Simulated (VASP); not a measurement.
# Al (P6_3/mmc) in VASP: a series of runs

Runs on Al. Level: LDA. Tasks: single point.

Everything below comes from runs of VASP 6.6.1. Logs are shortened: lines on timing, memory, paths and dates and some standing lists are left out, and cuts for length are marked.

### Step 1. The cell of the first run

The structure is hexagonal, space group P6_3/mmc (No. 194). Conventional cell: a = 2.841 Å, b = 2.841 Å, c = 4.771 Å, α = 90.00°, β = 90.00°, γ = 120.00°. Al (site symmetry -6m2) has 12 Al at 2.84 to 2.89 Å within 3.7 Å.

### Step 2. Single point, LDA

Contents of INCAR:

```
SYSTEM = Al
  PREC = Accurate
  ENCUT = 520
  EDIFF = 1E-6
  ISMEAR = -1
  SIGMA = 0.15
  LREAL = .FALSE.
  LASPH = .TRUE.
  NELM = 80
  ALGO = Normal
  ISIF = 2
  LWAVE = .FALSE.
  LCHARG = .TRUE.
  LELF = .TRUE.
  LVHAR = .TRUE.
  NBANDS = 10
```

Contents of KPOINTS:

```
regular mesh
0
G
  14 14 7
  0 0 0
```

Contents of POSCAR:

```
Al
1.0
    2.8405799035      0.0000000000      0.0000000000
   -1.4202899568      2.4600143578      0.0000000000
    0.0000000000      0.0000000000      4.7709538281
Al
2
Direct
    0.6666666667      0.3333333333      0.7500000000
    0.3333333333      0.6666666667      0.2500000000
```

Potentials or basis: VASP PAW LDA potentials, release 64 (Al).

On the command line:

```
> cat potpaw_LDA.64/Al/POTCAR > POTCAR
> mpirun -np 1 vasp_std > vasp.out
```

OUTCAR:

```text
SYSTEM = Al
   PREC = Accurate
   ENCUT = 520
   EDIFF = 1E-6
   ISMEAR = -1
   LREAL = .FALSE.
   LASPH = .TRUE.
   NELM = 80
   ISIF = 2

 ion  position               nearest neighbor table
   1  0.667  0.333  0.750-   2 2.89   2 2.89   2 2.89   2 2.89   2 2.89   2 2.89
   2  0.333  0.667  0.250-   1 2.89   1 2.89   1 2.89   1 2.89   1 2.89   1 2.89

  LATTYP: Found a hexagonal cell.
 ALAT       =     2.8405799035
 C/A-ratio  =     1.6795703660

  Lattice vectors:

 A1 = (   2.8405799035,   0.0000000000,   0.0000000000)
 A2 = (  -1.4202899568,   2.4600143578,   0.0000000000)
 A3 = (   0.0000000000,   0.0000000000,   4.7709538281)

Analysis of symmetry for initial positions (statically):
=====================================================================
 Subroutine PRICEL returns:
 Original cell was already a primitive cell.

 Routine SETGRP: Setting up the symmetry group for a
 hexagonal supercell.

 Subroutine GETGRP returns: Found 24 space group operations
 (whereof 12 operations were pure point group operations)
 out of a pool of 24 trial point group operations.

The static configuration has the point symmetry D_3d.
 The point group associated with its full space group is D_6h.

Analysis of symmetry for dynamics (positions and initial velocities):
=====================================================================
 Subroutine PRICEL returns:
 Original cell was already a primitive cell.

 Routine SETGRP: Setting up the symmetry group for a
 hexagonal supercell.

 Subroutine GETGRP returns: Found 24 space group operations
 (whereof 12 operations were pure point group operations)
 out of a pool of 24 trial point group operations.

The dynamic configuration has the point symmetry D_3d.
 The point group associated with its full space group is D_6h.

 Subroutine INISYM returns: Found 24 space group operations
 (whereof 12 operations are pure point group operations),
 and found     1 'primitive' translations

----------------------------------------------------------------------------------------

                                     Primitive cell

  volume of cell :      33.3388

  direct lattice vectors                    reciprocal lattice vectors
     2.840579904  0.000000000  0.000000000     0.352040792  0.203250847  0.000000000
    -1.420289957  2.460014358  0.000000000     0.000000000  0.406501692  0.000000000
     0.000000000  0.000000000  4.770953828     0.000000000  0.000000000  0.209601693

  length of vectors
     2.840579904  2.840579906  4.770953828     0.406501693  0.406501692  0.209601693

  position of ions in fractional coordinates (direct lattice)
     0.666666667  0.333333333  0.750000000
     0.333333333  0.666666667  0.250000000

  ion indices of the primitive-cell ions
   primitive index   ion index
                 1           1
                 2           2

----------------------------------------------------------------------------------------

 KPOINTS: regular mesh

Automatic generation of k-mesh.
 Grid dimensions read from file:
 generate k-points for:   14   14    7

 Generating k-lattice:

  Cartesian coordinates                     Fractional coordinates (reciprocal lattice)
     0.025145771  0.014517918  0.000000000     0.071428571  0.000000000  0.000000000
     0.000000000  0.029035835  0.000000000     0.000000000  0.071428571  0.000000000
     0.000000000  0.000000000  0.029943099     0.000000000  0.000000000  0.142857143

  Length of vectors
     0.029035835  0.029035835  0.029943099

  Shift w.r.t. Gamma in fractional coordinates (k-lattice)
     0.000000000  0.000000000  0.000000000

 Subroutine IBZKPT returns following result:
 ===========================================

 Found     96 irreducible k-points:

 Following reciprocal coordinates:
            Coordinates               Weight
  0.000000  0.000000  0.000000      1.000000
  0.071429  0.000000  0.000000      6.000000
  0.142857  0.000000  0.000000      6.000000
  0.214286  0.000000  0.000000      6.000000
  0.285714  0.000000  0.000000      6.000000
  0.357143  0.000000  0.000000      6.000000
[... 16 lines left out ...]
  0.285714  0.285714  0.000000      6.000000
  0.357143  0.285714  0.000000      6.000000
 [... further k-points ...]
   k-points           NKPTS =     96   k-points in BZ     NKDIM =     96   number of bands    NBANDS=     10
   number of dos      NEDOS =    301   number of ions     NIONS =      2
   total plane-waves  NPLWV =  20736
   dimension x,y,z NGX =    24 NGY =   24 NGZ =   36
   dimension x,y,z NGXF=    48 NGYF=   48 NGZF=   72
   ions per type =               2
   NGX,Y,Z   is equivalent  to a cutoff of  14.05, 14.05, 12.54 a.u.
   NGXF,Y,Z  is equivalent  to a cutoff of  28.09, 28.09, 25.09 a.u.
 SYSTEM =  Al
   PREC   = accura    normal or accurate (medium, high low for compatibility)
   ISTART =      0    job   : 0-new  1-cont  2-samecut
   ICHARG =      2    charge: 1-file 2-atom 10-const
   ISPIN  =      1    spin polarized calculation?
   LNONCOLLINEAR =      F non collinear calculations
   LSORBIT =      F    spin-orbit coupling
   LASPH  =      T    aspherical Exc in radial PAW
   ENCUT  =  520.0 eV  38.22 Ry    6.18 a.u.   5.28  5.28  8.87*2*pi/ulx,y,z
   NELM   =     80;   NELMIN=  2; NELMDL= -5     # of ELM steps
   EDIFF  = 0.1E-05   stopping-criterion for ELM
   LREAL  =      F    real-space projection
   EDIFFG = 0.1E-04   stopping-criterion for IOM
   NSW    =      0    number of steps for IOM
   IBRION =     -1    ionic relax: 0-MD 1-quasi-New 2-CG
   NFREE  =      0    steps in history (QN), initial steepest desc. (CG)
   ISIF   =      2    stress and relaxation
   ISYM   =      2    0-nonsym 1-usesym 2-fastsym
   POTIM  = 0.5000    time-step for ionic-motion
   TEBEG  =    0.0;   TEEND  =   0.0 temperature during run
   PSTRESS=    0.0 pullay stress
   NELECT =       6.0000    total number of electrons
   NUPDOWN=      -1.0000    fix difference up-down
   EMIN   =  10.00;   EMAX   =-10.00  energy-range for DOS
   EFERMI =   0.00;   METHOD = LEGACY
   ISMEAR =    -1;   SIGMA  =   0.15  broadening in eV -4-tet -1-fermi 0-gaus
   EFERMI_NEDOS =   21; number of points for ismear=-14 and -15
   IALGO  =     38    algorithm
   IMIX   =      4    mixing-type and parameters
     AMIX     =   0.40;   BMIX     =  1.00
     AMIX_MAG =   1.60;   BMIX_MAG =  1.00
  volume/ion in A,a.u.               =      16.67       112.49
  Fermi-wavevector in a.u.,A,eV,Ry     =   0.924291  1.746656 11.623640  0.854313
  Thomas-Fermi vector in A             =   2.050021
   LORBIT       =      0    0 simple, 1 ext, 2 COOP (PROOUT), +10 PAW based schemes
   GGA     = CA    functional components
   LHFCALC =     F    Hartree Fock is set to
   AEXX    =    0.0000 exact exchange contribution
   IVDW    =     0    specifies the selected vdW correction
   LEPSILON=     F    determine dielectric tensor
   LRPA    =     F    only Hartree local field effects (RPA)
 non-spin polarized calculation
  energy-cutoff  :      520.00
  volume of cell :       33.34
 maximum number of plane-waves:       911
 NGX is ok and might be reduce to    24
   NGX = 11   NGY = 11   NGZ = 17

 number of electron       6.0000000 magnetization

 Free energy of the ion-electron system (eV)
  ---------------------------------------------------
  ext. energy  EPLUGINS =         0.00000000
  ---------------------------------------------------
  free energy    TOTEN  =        -8.32888661 eV

  energy without entropy =       -8.26692648  energy(sigma->0) =       -8.29790654

 E-fermi :   7.6791     XC(G=0): -10.3068

 val. band max:        7.6444798807   @ k =   0.3571   0.1429   0.0000
 cond. band min:       7.6984064160   @ k =   0.2143   0.2143   0.1429
 fundamental gap:      0.0539265353
 Fermi energy:         7.6790842311

 k-point     1 :       0.0000    0.0000    0.0000
  band No.  band energies     occupation
      1      -3.3472      2.00000
      2       2.9596      2.00000
      3       3.0404      2.00000
      4      18.4998      0.00000
      5      18.4998      0.00000
      6      18.9110      0.00000
      7      18.9110      0.00000
      8      19.3230      0.00000
      9      20.8019      0.00000
     10      21.9094      0.00000

 k-point     2 :       0.0714    0.0000    0.0000
  band No.  band energies     occupation
      1      -3.2227      2.00000
      2       3.0816      2.00000
      3       3.1561      2.00000
      4      16.3582      0.00000
      5      17.3063      0.00000
      6      18.4761      0.00000
      7      20.1368      0.00000
      8      20.3174      0.00000
      9      20.7723      0.00000
     10      21.6957      0.00000

 k-point     3 :       0.1429    0.0000    0.0000
  band No.  band energies     occupation
      1      -2.8501      2.00000
      2       3.4457      2.00000
      3       3.5033      2.00000
      4      13.6948      0.00000
      5      16.1439      0.00000
      6      17.4625      0.00000
      7      19.1129      0.00000
      8      19.4487      0.00000
      9      21.0963      0.00000
     10      21.1507      0.00000

 k-point     4 :       0.2143    0.0000    0.0000
  band No.  band energies     occupation
      1      -2.2312      2.00000
      2       4.0449      2.00000
      3       4.0818      2.00000
      4      11.1275      0.00000
      5      15.1919      0.00000
      6      16.1260      0.00000
      7      17.0199      0.00000
      8      17.3779      0.00000
      9      20.3117      0.00000
     10      21.2038      0.00000
[... 222 lines left out ...]
 k-point    22 :       0.3571    0.2143    0.0000
  band No.  band energies     occupation
      1       2.6142      2.00000
      2       4.2665      2.00000
      3       7.3966      1.73601
      4       8.6143      0.00391
      5       8.9308      0.00048
      6      10.4318      0.00000
      7      10.8384      0.00000
      8      13.8753      0.00000
      9      13.8839      0.00000
     10      21.8886      0.00000

 k-point    23 :       0.2857    0.2857    0.0000
  band No.  band energies     occupation
      1       2.4974      2.00000
      2       5.6420      2.00000
      3       5.8800      1.99999
      4       8.5335      0.00669
      5       8.8414      0.00086
      6      11.3694      0.00000
      7      11.8199      0.00000
      8      12.6026      0.00000
      9      12.6846      0.00000
     10      24.2349      0.00000

 k-point    24 :       0.3571    0.2857    0.0000
  band No.  band energies     occupation
      1       3.9515      2.00000
      2       4.1114      2.00000
      3       5.6659      2.00000
      4       9.6612      0.00000
      5       9.7315      0.00000
      6      10.3248      0.00000
      7      10.9582      0.00000
      8      12.2220      0.00000
      9      12.2537      0.00000
     10      24.4502      0.00000

 [... further k-points ...]
[... 5 lines left out ...]
  --------------------------------------------------------------------------------------
  -------------------------------------------------------------------------------------
  Total       -0.6561247     -0.6561247     -0.6321728      0.0000000      0.0000000      0.0000000
  in kB      -31.5316790    -31.5316790    -30.3806108      0.0000001      0.0000000      0.0000000
  external PRESSURE =     -31.1479896 kB  Pullay stress =       0.0000000 kB

 VOLUME and BASIS-vectors are now :
 -----------------------------------------------------------------------------
  energy-cutoff  :      520.00
  volume of cell :       33.34
      direct lattice vectors                 reciprocal lattice vectors
     2.840579904  0.000000000  0.000000000     0.352040792  0.203250847  0.000000000
    -1.420289957  2.460014358  0.000000000     0.000000000  0.406501692  0.000000000
     0.000000000  0.000000000  4.770953828     0.000000000  0.000000000  0.209601693

 POSITION                                       TOTAL-FORCE (eV/Angst)
 -----------------------------------------------------------------------------------
      1.42029      0.82000      3.57822        -0.000000      0.000000      0.000000
     -0.00000      1.64001      1.19274         0.000000     -0.000000      0.000000
 -----------------------------------------------------------------------------------
    total drift:                                0.000000     -0.000000     -0.000000

  FREE ENERGIE OF THE ION-ELECTRON SYSTEM (eV)
  ---------------------------------------------------
  free  energy   TOTEN  =        -8.3288866070 eV

  energy  without entropy=       -8.2669264772  energy(sigma->0) =       -8.29790654
```

Wall time 6.9 s (1 thread of Intel Xeon 6975P-C (Granite Rapids), shared host); peak memory 0.14 GiB.

Results:

```
Free energy            : -8.3289 eV
Pressure               : -3.1 GPa
Band gap on the k mesh : zero (band 3 reaches 10.54 eV, above the bottom of band 4 at 4.83 eV)
```

Stress tensor (GPa, compression positive):
```
-3.15  0.00  0.00
 0.00 -3.15  0.00
 0.00  0.00 -3.04
```

(Continued in part 2 of 2.)
